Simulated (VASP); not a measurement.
A run of VASP 6.6.1 is set up as follows.

File INCAR:

```
SYSTEM = VOs
  ALGO = Normal
  EDIFF = 1E-6
  ENCUT = 520
  GGA = PS
  ISIF = 2
  ISMEAR = -1
  ISPIN = 2
  LASPH = .True.
  LCHARG = .False.
  LMAXMIX = 4
  LORBIT = 11
  LREAL = .False.
  LWAVE = .False.
  MAGMOM = 1.5 0
  NBANDS = 22
  NELM = 150
  PREC = Accurate
  SIGMA = 0.15
```

The input KPOINTS:

```
k-points
0
Gamma
  11 11 11
  0 0 0
```

Contents of POSCAR:

```
VOs
1.0
    3.0165700000      0.0000000000      0.0000000000
    0.0000000000      3.0165700000      0.0000000000
    0.0000000000      0.0000000000      3.0769014000
V Os
1 1
Direct
    0.0000000000      0.0000000000      0.0000000000
    0.5000000000      0.5000000000      0.5000000000
```

Potentials or basis: VASP PAW PBE potentials, release 64 (V_sv, Os).

Command:

```bash
$ cat potpaw_PBE.64/V_sv/POTCAR potpaw_PBE.64/Os/POTCAR > POTCAR
$ mpirun -np 1 vasp_std > vasp.out
```

(1) Predict the net moment.

(2) What does it give for the pressure?

## Answers

(1) 0.00 μB per cell.

(2) -12.6 GPa.

Caveat: the cell stands under tension; the moments typed at the start vanished in this run; the PAW data sets were made with another functional, which shifts forces and pressure a little.
